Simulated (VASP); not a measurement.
Input of a VASP 6.6.1 run:

File INCAR:

```
SYSTEM = ScSi2
PREC     = Accurate       ! precision mode
ENCUT    = 520            ! plane-wave cutoff, eV
EDIFF    = 1E-6           ! SCF threshold, eV
ISMEAR   = 0              ! smearing method
SIGMA    = 0.1            ! smearing width, eV
LREAL    = .FALSE.        ! projectors in reciprocal space
LASPH    = .TRUE.         ! aspherical terms in the spheres
NELM     = 150            ! most SCF steps
ALGO     = Normal         ! electronic algorithm
ISIF     = 2              ! what is computed and relaxed
LWAVE    = .FALSE.        ! write WAVECAR
LCHARG   = .FALSE.        ! write CHGCAR
ISPIN    = 2              ! spin polarisation
MAGMOM   = 1 0 0          ! initial moments
LORBIT   = 11             ! projections on sites
LMAXMIX  = 4              ! l up to which the mixer works
GGA      = PE             ! functional
NBANDS   = 20             ! bands
```

File KPOINTS:

```
Automatic mesh
0
G
  4 4 6
  0 0 0
```

POSCAR

```
ScSi2
1.0
    4.6060099714      0.0000000000      0.0000000000
    0.0000000000      4.6060099714      0.0000000000
    0.0000000000      0.0000000000      2.8532610858
Sc Si
1 2
Direct
    0.0000000000      0.0000000000      0.0000000000
    0.5000000000      0.0000000000      0.5000000000
    0.0000000000      0.5000000000      0.5000000000
```

Potentials or basis: VASP PAW PBE potentials, release 64 (Sc_sv, Si).

Command:

```sh
$ cat potpaw_PBE.64/Sc_sv/POTCAR potpaw_PBE.64/Si/POTCAR > POTCAR
$ mpirun -np 1 vasp_std > vasp.out
```

Problem. What does it give for the pressure?

Solution. 0.1 GPa.

Problem. Predict the net moment.

Solution. 0.00 μB per cell.

Caveat: the k points lie up to 0.37 Å⁻¹ apart.
